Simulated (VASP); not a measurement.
# Rh2O (antifluorite type) (Fm-3m) in VASP: single point with PBE

Aim: the single point of Rh2O (antifluorite type) with PBE.

Everything below comes from runs of VASP 6.6.1. Logs are shortened: lines on timing, memory, paths and dates and some standing lists are left out, and cuts for length are marked.

### 1 The cell of the first run

It takes space group Fm-3m (No. 225, cubic). The conventional cell has a = 5.482 Å, b = 5.482 Å, c = 5.482 Å, α = 90.00°, β = 90.00°, γ = 90.00°. Within 3.1 Å of Rh (site symmetry -43m) lie 4 O at 2.37 Å and 6 Rh at 2.74 Å. Within 3.1 Å of O (site symmetry m-3m) lie 8 Rh at 2.37 Å.

### 2 Single point, PBE

INCAR reads:

```
PREC     = Accurate       # precision mode
ENCUT    = 520            # plane-wave cutoff, eV
EDIFF    = 1E-7           # SCF threshold, eV
ISMEAR   = -1             # smearing method
SIGMA    = 0.06122561905347299 # smearing width, eV
LREAL    = False          # projectors in reciprocal space
LASPH    = True           # aspherical terms in the spheres
NELM     = 100            # most SCF steps
ALGO     = Normal         # electronic algorithm
ISIF     = 2              # what is computed and relaxed
LWAVE    = False          # write WAVECAR
LCHARG   = False          # write CHGCAR
GGA      = PE             # functional
NBANDS   = 25             # bands
```

KPOINTS reads:

```
regular mesh
0
Gamma
  18 18 18
```

POSCAR reads:

```
Rh2O
1.0
    0.0000000000      2.7411552139      2.7411552139
    2.7411552139      0.0000000000      2.7411552139
    2.7411552139      2.7411552139      0.0000000000
Rh O
2 1
Direct
    0.2500000000      0.2500000000      0.2500000000
    0.7500000000      0.7500000000      0.7500000000
    0.0000000000      0.0000000000      0.0000000000
```

Potentials or basis: VASP PAW PBE potentials, release 64 (Rh_pv, O).

Command:

```bash
$ cat potpaw_PBE.64/Rh_pv/POTCAR potpaw_PBE.64/O/POTCAR > POTCAR
$ mpirun -np 1 vasp_std > vasp.out
```

OUTCAR:

```text
PREC = Accurate
   ENCUT = 520
   EDIFF = 1E-7
   ISMEAR = -1
   LREAL = False
   LASPH = True
   NELM = 100
   ISIF = 2
   GGA = PE

 ion  position               nearest neighbor table
   1  0.250  0.250  0.250-   3 2.37   3 2.37   3 2.37   3 2.37   2 2.74   2 2.74   2 2.74   2 2.74
                             2 2.74   2 2.74
   2  0.750  0.750  0.750-   3 2.37   3 2.37   3 2.37   3 2.37   1 2.74   1 2.74   1 2.74   1 2.74
                             1 2.74   1 2.74
   3  0.000  0.000  0.000-   2 2.37   2 2.37   2 2.37   1 2.37   2 2.37   1 2.37   1 2.37   1 2.37

  LATTYP: Found a face centered cubic cell.
 ALAT       =     5.4823104278

  Lattice vectors:

 A1 = (   0.0000000000,   2.7411552139,   2.7411552139)
 A2 = (   2.7411552139,   0.0000000000,   2.7411552139)
 A3 = (   2.7411552139,   2.7411552139,   0.0000000000)

Analysis of symmetry for initial positions (statically):
=====================================================================
 Subroutine PRICEL returns:
 Original cell was already a primitive cell.

 Routine SETGRP: Setting up the symmetry group for a
 face centered cubic supercell.

 Subroutine GETGRP returns: Found 48 space group operations
 (whereof 48 operations were pure point group operations)
 out of a pool of 48 trial point group operations.

The static configuration has the point symmetry O_h .

Analysis of symmetry for dynamics (positions and initial velocities):
=====================================================================
 Subroutine PRICEL returns:
 Original cell was already a primitive cell.

 Routine SETGRP: Setting up the symmetry group for a
 face centered cubic supercell.

 Subroutine GETGRP returns: Found 48 space group operations
 (whereof 48 operations were pure point group operations)
 out of a pool of 48 trial point group operations.

The dynamic configuration has the point symmetry O_h .

 Subroutine INISYM returns: Found 48 space group operations
 (whereof 48 operations are pure point group operations),
 and found     1 'primitive' translations

----------------------------------------------------------------------------------------

                                     Primitive cell

  volume of cell :      41.1937

  direct lattice vectors                    reciprocal lattice vectors
     0.000000000  2.741155214  2.741155214    -0.182404848  0.182404848  0.182404848
     2.741155214  0.000000000  2.741155214     0.182404848 -0.182404848  0.182404848
     2.741155214  2.741155214  0.000000000     0.182404848  0.182404848 -0.182404848

  length of vectors
     3.876578880  3.876578880  3.876578880     0.315934464  0.315934464  0.315934464

  position of ions in fractional coordinates (direct lattice)
     0.250000000  0.250000000  0.250000000
     0.750000000  0.750000000  0.750000000
     0.000000000  0.000000000  0.000000000

  ion indices of the primitive-cell ions
   primitive index   ion index
                 1           1
                 2           2
                 3           3

----------------------------------------------------------------------------------------

 KPOINTS: regular mesh

Automatic generation of k-mesh.
 Grid dimensions read from file:
 generate k-points for:   18   18   18

 Generating k-lattice:

  Cartesian coordinates                     Fractional coordinates (reciprocal lattice)
    -0.010133603  0.010133603  0.010133603     0.055555556  0.000000000  0.000000000
     0.010133603 -0.010133603  0.010133603     0.000000000  0.055555556  0.000000000
     0.010133603  0.010133603 -0.010133603     0.000000000  0.000000000  0.055555556

  Length of vectors
     0.017551915  0.017551915  0.017551915

  Shift w.r.t. Gamma in fractional coordinates (k-lattice)
     0.000000000  0.000000000  0.000000000

 Subroutine IBZKPT returns following result:
 ===========================================

 Found    195 irreducible k-points:

 Following reciprocal coordinates:
            Coordinates               Weight
  0.000000  0.000000  0.000000      1.000000
  0.055556  0.000000  0.000000      8.000000
  0.111111  0.000000  0.000000      8.000000
  0.166667  0.000000  0.000000      8.000000
  0.222222  0.000000  0.000000      8.000000
  0.277778  0.000000  0.000000      8.000000
[... 16 lines left out ...]
 -0.277778  0.055556  0.000000     24.000000
 -0.222222  0.055556  0.000000     24.000000
 [... further k-points ...]
   k-points           NKPTS =    195   k-points in BZ     NKDIM =    195   number of bands    NBANDS=     25
   number of dos      NEDOS =    301   number of ions     NIONS =      3
   total plane-waves  NPLWV =  27000
   dimension x,y,z NGX =    30 NGY =   30 NGZ =   30
   dimension x,y,z NGXF=    60 NGYF=   60 NGZF=   60
   ions per type =               2   1
   NGX,Y,Z   is equivalent  to a cutoff of  12.87, 12.87, 12.87 a.u.
   NGXF,Y,Z  is equivalent  to a cutoff of  25.73, 25.73, 25.73 a.u.
 SYSTEM =  unknown system
   PREC   = accura    normal or accurate (medium, high low for compatibility)
   ISTART =      0    job   : 0-new  1-cont  2-samecut
   ICHARG =      2    charge: 1-file 2-atom 10-const
   ISPIN  =      1    spin polarized calculation?
   LNONCOLLINEAR =      F non collinear calculations
   LSORBIT =      F    spin-orbit coupling
   LASPH  =      T    aspherical Exc in radial PAW
   ENCUT  =  520.0 eV  38.22 Ry    6.18 a.u.   7.21  7.21  7.21*2*pi/ulx,y,z
   NELM   =    100;   NELMIN=  2; NELMDL= -5     # of ELM steps
   EDIFF  = 0.1E-06   stopping-criterion for ELM
   LREAL  =      F    real-space projection
   EDIFFG = 0.1E-05   stopping-criterion for IOM
   NSW    =      0    number of steps for IOM
   IBRION =     -1    ionic relax: 0-MD 1-quasi-New 2-CG
   NFREE  =      0    steps in history (QN), initial steepest desc. (CG)
   ISIF   =      2    stress and relaxation
   ISYM   =      2    0-nonsym 1-usesym 2-fastsym
   POTIM  = 0.5000    time-step for ionic-motion
   TEBEG  =    0.0;   TEEND  =   0.0 temperature during run
   PSTRESS=    0.0 pullay stress
   NELECT =      36.0000    total number of electrons
   NUPDOWN=      -1.0000    fix difference up-down
   EMIN   =  10.00;   EMAX   =-10.00  energy-range for DOS
   EFERMI =   0.00;   METHOD = LEGACY
   ISMEAR =    -1;   SIGMA  =   0.06  broadening in eV -4-tet -1-fermi 0-gaus
   EFERMI_NEDOS =   21; number of points for ismear=-14 and -15
   IALGO  =     38    algorithm
   IMIX   =      4    mixing-type and parameters
     AMIX     =   0.40;   BMIX     =  1.00
     AMIX_MAG =   1.60;   BMIX_MAG =  1.00
  volume/ion in A,a.u.               =      13.73        92.66
  Fermi-wavevector in a.u.,A,eV,Ry     =   1.565184  2.957769 33.331561  2.449801
  Thomas-Fermi vector in A             =   2.667697
   LORBIT       =      0    0 simple, 1 ext, 2 COOP (PROOUT), +10 PAW based schemes
   GGA     = PE    functional components
   LHFCALC =     F    Hartree Fock is set to
   AEXX    =    0.0000 exact exchange contribution
   IVDW    =     0    specifies the selected vdW correction
   LEPSILON=     F    determine dielectric tensor
   LRPA    =     F    only Hartree local field effects (RPA)
 non-spin polarized calculation
  energy-cutoff  :      520.00
  volume of cell :       41.19
 maximum number of plane-waves:      1125
 NGX is ok and might be reduce to    30
   NGX = 15   NGY = 15   NGZ = 15

 number of electron      36.0000002 magnetization

 Free energy of the ion-electron system (eV)
  ---------------------------------------------------
  ext. energy  EPLUGINS =         0.00000000
  ---------------------------------------------------
  free energy    TOTEN  =       -17.49034485 eV

  energy without entropy =      -17.43316166  energy(sigma->0) =      -17.46175325

 E-fermi :   8.1412     XC(G=0): -12.4912

 val. band max:        8.1406048332   @ k =  -0.4444   0.3333   0.1667
 cond. band min:       8.1425721561   @ k =   0.2222   0.0556   0.0000
 fundamental gap:      0.0019673228
 Fermi energy:         8.1411945937

 k-point     1 :       0.0000    0.0000    0.0000
  band No.  band energies     occupation
      1     -38.1511      2.00000
      2     -38.1511      2.00000
      3     -38.1511      2.00000
      4     -37.8977      2.00000
      5     -37.8977      2.00000
      6     -37.8977      2.00000
[... 17 lines left out ...]
     24      17.0278      0.00000
     25      22.9962      0.00000

 k-point     2 :       0.0556    0.0000    0.0000
  band No.  band energies     occupation
      1     -38.1495      2.00000
      2     -38.1493      2.00000
      3     -38.1493      2.00000
      4     -37.9001      2.00000
      5     -37.8997      2.00000
      6     -37.8997      2.00000
[... 17 lines left out ...]
     24      17.1192      0.00000
     25      22.3721      0.00000

 k-point     3 :       0.1111    0.0000    0.0000
  band No.  band energies     occupation
      1     -38.1448      2.00000
      2     -38.1438      2.00000
      3     -38.1438      2.00000
      4     -37.9070      2.00000
      5     -37.9057      2.00000
      6     -37.9057      2.00000
[... 17 lines left out ...]
     24      17.3740      0.00000
     25      21.9110      0.00000

 k-point     4 :       0.1667    0.0000    0.0000
  band No.  band energies     occupation
      1     -38.1370      2.00000
      2     -38.1349      2.00000
      3     -38.1349      2.00000
      4     -37.9181      2.00000
      5     -37.9155      2.00000
      6     -37.9155      2.00000
[... 17 lines left out ...]
     24      17.7414      0.00000
     25      21.5732      0.00000

 k-point     5 :       0.2222    0.0000    0.0000
  band No.  band energies     occupation
      1     -38.1263      2.00000
      2     -38.1228      2.00000
      3     -38.1228      2.00000
      4     -37.9329      2.00000
      5     -37.9287      2.00000
      6     -37.9287      2.00000
[... 17 lines left out ...]
     24      18.1521      0.00000
     25      21.3022      0.00000

 k-point     6 :       0.2778    0.0000    0.0000
  band No.  band energies     occupation
      1     -38.1128      2.00000
      2     -38.1077      2.00000
      3     -38.1077      2.00000
      4     -37.9508      2.00000
      5     -37.9448      2.00000
      6     -37.9448      2.00000
[... 17 lines left out ...]
     24      18.5312      0.00000
     25      21.0761      0.00000
[... 393 lines left out ...]
 k-point    21 :      -0.3889    0.0556    0.0000
  band No.  band energies     occupation
      1     -38.1041      2.00000
      2     -38.0496      2.00000
      3     -38.0441      2.00000
      4     -38.0172      2.00000
      5     -38.0106      2.00000
      6     -37.9557      2.00000
[... 17 lines left out ...]
     24      19.2651      0.00000
     25      21.0079      0.00000

 k-point    22 :      -0.3333    0.0556    0.0000
  band No.  band energies     occupation
      1     -38.1203      2.00000
      2     -38.0704      2.00000
      3     -38.0655      2.00000
      4     -37.9946      2.00000
      5     -37.9885      2.00000
      6     -37.9377      2.00000
[... 17 lines left out ...]
     24      19.3344      0.00000
     25      21.0691      0.00000

 k-point    23 :      -0.2778    0.0556    0.0000
  band No.  band energies     occupation
      1     -38.1336      2.00000
      2     -38.0897      2.00000
      3     -38.0856      2.00000
      4     -37.9727      2.00000
      5     -37.9674      2.00000
      6     -37.9222      2.00000
[... 17 lines left out ...]
     24      19.2405      0.00000
     25      21.1674      0.00000

 k-point    24 :      -0.2222    0.0556    0.0000
  band No.  band energies     occupation
      1     -38.1438      2.00000
      2     -38.1070      2.00000
      3     -38.1038      2.00000
      4     -37.9523      2.00000
      5     -37.9481      2.00000
      6     -37.9099      2.00000
[... 17 lines left out ...]
     24      18.9193      0.00000
     25      21.2980      0.00000

 [... further k-points ...]
[... 5 lines left out ...]
  --------------------------------------------------------------------------------------
  -------------------------------------------------------------------------------------
  Total       -2.3652468     -2.3652468     -2.3652468     -0.0000000      0.0000000      0.0000000
  in kB      -91.9932935    -91.9932935    -91.9932935     -0.0000000      0.0000000      0.0000000
  external PRESSURE =     -91.9932935 kB  Pullay stress =       0.0000000 kB

 VOLUME and BASIS-vectors are now :
 -----------------------------------------------------------------------------
  energy-cutoff  :      520.00
  volume of cell :       41.19
      direct lattice vectors                 reciprocal lattice vectors
     0.000000000  2.741155214  2.741155214    -0.182404848  0.182404848  0.182404848
     2.741155214  0.000000000  2.741155214     0.182404848 -0.182404848  0.182404848
     2.741155214  2.741155214  0.000000000     0.182404848  0.182404848 -0.182404848

 POSITION                                       TOTAL-FORCE (eV/Angst)
 -----------------------------------------------------------------------------------
      1.37058      1.37058      1.37058        -0.000000     -0.000000     -0.000000
      4.11173      4.11173      4.11173         0.000000      0.000000      0.000000
      0.00000      0.00000      0.00000        -0.000000      0.000000     -0.000000
 -----------------------------------------------------------------------------------
    total drift:                               -0.000000      0.000000      0.000000

  FREE ENERGIE OF THE ION-ELECTRON SYSTEM (eV)
  ---------------------------------------------------
  free  energy   TOTEN  =       -17.4903448504 eV

  energy  without entropy=      -17.4331616558  energy(sigma->0) =      -17.46175325
```

Run time: 5 min. Hardware: 1 thread of Intel Xeon Platinum 8375C at 2.90GHz (Ice Lake), shared host; peak memory 0.29 GiB.

Results:

- Free energy: -17.4903 eV
- Pressure: -9.2 GPa
- Band gap on the k mesh: zero (band 18 reaches 8.58 eV, above the bottom of band 19 at 8.04 eV)

Levels at points of the mesh, in eV from the Fermi level:
```tsv
k point	band 16	band 17	band 18	band 19	band 20	band 21
(0.00, 0.00, 0.00)	-0.06	-0.02	-0.02	-0.02	1.20	1.20
(0.50, 0.00, 0.00)	-1.57	-1.57	-1.01	0.66	0.66	1.43
(0.50, 0.50, 0.00)	-0.74	-0.74	-0.42	0.14	1.11	3.15
```
